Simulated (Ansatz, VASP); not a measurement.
**Two plane-wave programs on Fe**

```
CELL_PARAMETERS angstrom
-1.44300 1.44300 1.44300
1.44300 -1.44300 1.44300
1.44300 1.44300 -1.44300
ATOMIC_POSITIONS crystal
Fe 0.00000 0.00000 0.00000
```

Alike in both runs: task electric field gradients; functional PBE; k mesh 22 × 22 × 22; occupations gaussian, width 0.05 eV; collinear spin.

|  | VASP | Ansatz |
| --- | --- | --- |
| version | VASP 6.6.1 | Ansatz 0.2.0 |
| potentials or method | VASP PAW PBE potentials, release 64 (Fe), cutoff 520 eV | scalar-relativistic, plane waves, PAW |
| valence electrons in the cell | 8 | 16 |

|  | VASP | Ansatz | Ansatz less VASP |
| --- | --- | --- | --- |
| gap on the k mesh at the Fermi level (eV) | none | none | - |
| pressure (GPa) | -9.2 | -9.6 | -0.43 |
| net moment per atom (μB) | 2.30 | 2.26 | -0.036 |
| size of the moment on the site where the two differ most (μB) | 2.30 | 2.32 | +0.012 |

Site moments also hang on the region over which each program counts them. A gap of «none» marks a metal or a gap that the smearing closes. VASP's potentials hold 8 valence electrons a cell and Ansatz's 16, so a difference there can come from the potentials and not from the codes.
